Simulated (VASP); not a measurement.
K: single point with r2SCAN

The system is K.

```
K
1.0
     4.88908    0.00000    0.00000
    -2.44454    4.23407    0.00000
     0.00000    0.00000    7.98418
K
2
Direct
  0.33333 0.66667 0.25000
  0.66667 0.33333 0.75000
```

This isn't the form of K at room conditions, which is bcc.

* Program: VASP 6.6.1
* Task: single point
* Functional: r2SCAN
* Potentials or basis: VASP PAW PBE potentials, release 64 (K_sv)
* Cutoff: 520 eV
* k mesh: 9 × 9 × 5
* Occupations: fermi-dirac, width 0.1 eV
* Spin: no spin polarisation

```yaml
Pressure: -0.2 GPa
Band_gap_on_the_k_mesh: zero (bands 9 and 10 overlap by 2.20 eV)
```

Levels at points of the mesh, in eV from the Fermi level:
```csv
k point,band 7,band 8,band 9,band 10,band 11,band 12
"(0.00, 0.00, 0.00)",-16.42,-16.42,-2.15,0.44,0.44,4.38
```

Run time: 7.3 min on 1 thread of Oxide Virtual Turin-like Processor, on a shared host, peak memory 0.29 GiB.

Caveat: the PAW data sets were made with another functional, which shifts forces and pressure a little.
